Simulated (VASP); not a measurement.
Wanted: the native input for a VASP 6.6.1 run.

- Task: single point
- Functional: PBEsol
- Potentials or basis: VASP PAW PBE potentials, release 64 (Ga_d, P)
- Cutoff: 520 eV
- k mesh: 8 × 8 × 8
- Occupations: fermi-dirac, width 0.05 eV
- Spin: no spin polarisation
- Dipole correction: no
- Further INCAR settings: ALGO = Normal; EDIFF = 1e-07; NBANDS = 16

The structure of GaP lies in POSCAR:

```
GaP
1.0
    0.0000000000      2.7786998443      2.7786998443
    2.7786998443      0.0000000000      2.7786998443
    2.7786998443      2.7786998443      0.0000000000
Ga P
1 1
Direct
    0.0000000000      0.0000000000      0.0000000000
    0.7500000000      0.7500000000      0.7500000000
```

These files were run (other wordings do the same):

INCAR

```
  PREC = Accurate
  ENCUT = 520
  EDIFF = 1E-7
  ISMEAR = -1
  SIGMA = 0.05
  LREAL = False
  LASPH = True
  NELM = 100
  ALGO = Normal
  ISIF = 2
  LWAVE = False
  LCHARG = True
  GGA = PS
  LELF = True
  LVHAR = True
  NBANDS = 16
```

KPOINTS

```
regular mesh
0
Gamma
  8 8 8
```

Potentials or basis: VASP PAW PBE potentials, release 64 (Ga_d, P).

Run with:

```console
$ cat potpaw_PBE.64/Ga_d/POTCAR potpaw_PBE.64/P/POTCAR > POTCAR
$ mpirun -np 1 vasp_std > vasp.out
```

It gave:

The pressure is -4.8 GPa and the band gap on the k mesh is 1.28 eV, direct.

Caveat: the PAW data sets were made with another functional, which shifts forces and pressure a little.

Wall time 11 s on 1 thread of Intel(R) Xeon(R) 6975P-C (Granite Rapids) (shared host), peak memory 0.17 GiB.
